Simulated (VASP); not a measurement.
Wanted: the native input for a VASP 6.6.1 run.

- Task: single point
- Functional: r2SCAN
- Potentials or basis: VASP PAW PBE potentials, release 64 (H)
- Cutoff: 550 eV
- k mesh: 13 × 13 × 7
- Occupations: fermi-dirac, width 0.03 eV
- Spin: no spin polarisation
- Dipole correction: no
- Further INCAR settings: ALGO = Normal; EDIFF = 1e-06; NBANDS = 8

The system is H.

```
H
1.0
     2.01500    0.00000    0.00000
    -1.00750    1.74504    0.00000
     0.00000    0.00000    3.23700
H
2
Direct
  0.33333 0.66667 0.25000
  0.66667 0.33333 0.75000
```

These files were run (other wordings do the same):

POSCAR

```
H
1.0
    2.0149994853      0.0000000000      0.0000000000
   -1.0074997427      1.7450407429      0.0000000000
    0.0000000000      0.0000000000      3.2370000000
H
2
Direct
    0.3333333333      0.6666666667      0.2500000000
    0.6666666667      0.3333333333      0.7500000000
```

INCAR.step1

```
PREC     = Accurate       # precision mode
ENCUT    = 550            # plane-wave cutoff, eV
ISMEAR   = -1             # smearing method
SIGMA    = 0.03           # smearing width, eV
LREAL    = False          # projectors in reciprocal space
LASPH    = True           # aspherical terms in the spheres
NELM     = 120            # most SCF steps
NBANDS   = 8              # bands
GGA      = PE             # functional
ALGO     = Normal         # electronic algorithm
EDIFF    = 1E-5           # SCF threshold, eV
LWAVE    = True           # write WAVECAR
LCHARG   = False          # write CHGCAR
GGA_COMPAT= False
```

INCAR.step2

```
PREC     = Accurate       # precision mode
ENCUT    = 550            # plane-wave cutoff, eV
EDIFF    = 1E-6           # SCF threshold, eV
ISMEAR   = -1             # smearing method
SIGMA    = 0.03           # smearing width, eV
LREAL    = False          # projectors in reciprocal space
LASPH    = True           # aspherical terms in the spheres
NELM     = 120            # most SCF steps
ALGO     = Normal         # electronic algorithm
ISIF     = 2              # what is computed and relaxed
LWAVE    = False          # write WAVECAR
LCHARG   = False          # write CHGCAR
METAGGA  = R2SCAN         # meta-GGA
LMIXTAU  = True         
NBANDS   = 8              # bands
ISTART   = 1            
GGA_COMPAT= False
```

KPOINTS

```
Automatic mesh
0
Gamma
  13 13 7
```

Potentials or basis: VASP PAW PBE potentials, release 64 (H).

Command:

```bash
$ cat potpaw_PBE.64/H/POTCAR > POTCAR
$ cp INCAR.step1 INCAR
$ mpirun -np 1 vasp_std > vasp.out
$ cp INCAR.step2 INCAR
$ mpirun -np 1 vasp_std > vasp.out
```

It gave:

```
Pressure               : -24.8 GPa
Band gap on the k mesh : zero (bands 1 and 2 overlap by 9.27 eV)
```

Caveat: the stress differs along the axes, from -29 to -23 GPa; the atoms stand far beyond bonding distance, and open shells without spin polarisation read as a metal; the PAW data sets were made with another functional, which shifts forces and pressure a little.

It took 23 s on 1 thread of Intel(R) Xeon(R) Platinum 8259CL CPU @ 2.50GHz (Skylake/Cascade Lake), with other jobs on the host, peak memory 0.12 GiB.
